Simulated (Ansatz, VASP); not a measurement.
## Two plane-wave programs on SiGe2

Contents of INCAR:

```
PREC = Accurate
ENCUT = 520
EDIFF = 1E-7
ISMEAR = 0
SIGMA = 0.1
LREAL = F
LASPH = T
NELM = 100
ALGO = Normal
ISIF = 2
LWAVE = F
LCHARG = F
GGA = PE
NBANDS = 41
```

The input KPOINTS:

```
Automatic mesh
0
Gamma
  6 6 6
```

POSCAR

```
SiGe2
1.0
   -1.9426014337      1.9426014337      6.7543771613
    1.9426014337     -1.9426014337      6.7543771613
    1.9426014337      1.9426014337     -6.7543771613
Si Ge
2 4
Direct
    0.0000000000      0.0000000000      0.0000000000
    0.7500000000      0.2500000000      0.5000000000
    0.4165000000      0.4165000000      0.0000000000
    0.1665000000      0.6665000000      0.5000000000
    0.3335000000      0.8335000000      0.5000000000
    0.5835000000      0.5835000000      0.0000000000
```

Input for Ansatz:

```yaml
crystal:
  lattice:
    - [-1.9426014337, 1.9426014337, 6.7543771613]
    - [1.9426014337, -1.9426014337, 6.7543771613]
    - [1.9426014337, 1.9426014337, -6.7543771613]
  atoms:
    - { symbol: Si, position: [0.0, 0.0, 0.0] }
    - { symbol: Si, position: [0.75, 0.25, 0.5] }
    - { symbol: Ge, position: [0.4165, 0.4165, 0.0] }
    - { symbol: Ge, position: [0.1665, 0.6665, 0.5] }
    - { symbol: Ge, position: [0.3335, 0.8335, 0.5] }
    - { symbol: Ge, position: [0.5835, 0.5835, 0.0] }
basis:
  ecutwfc: 420
kpoints:
  mp_grid: { grid: [6, 6, 6] }
hamiltonian:
  xc: pbe
scf:
  occupations: { method: gaussian, width: 0.1 }
  lower_state_search: "off"
output:
  forces: true
  stress: true
  eigenvalues: true
```

Alike in both runs: task single point; functional PBE; k mesh 6 × 6 × 6; occupations gaussian, width 0.1 eV; no spin polarisation.

|  | VASP | Ansatz |
| --- | --- | --- |
| version | VASP 6.6.1 | Ansatz 0.2.0 |
| potentials or method | VASP PAW PBE potentials, release 64 (Si, Ge_d), cutoff 520 eV | scalar-relativistic, plane waves, PAW |
| valence electrons in the cell | 64 | 64 |

```tsv
	VASP	Ansatz	Ansatz less VASP
gap on the k mesh at the Fermi level (eV)	none	none	-
pressure (GPa)	21.7	21.7	+0.05
traceless stress, the component that is largest in VASP (GPa)	10.06	10.11	+0.048
rms of the force components (eV/Å)	0.095	0.096	+0.0008
```

Atom by atom the forces differ by 0.001 eV/Å (rms over components). A gap of «none» marks a metal or a gap that the smearing closes.

The k mesh is coarse, so the values compare programs but aren't converged.
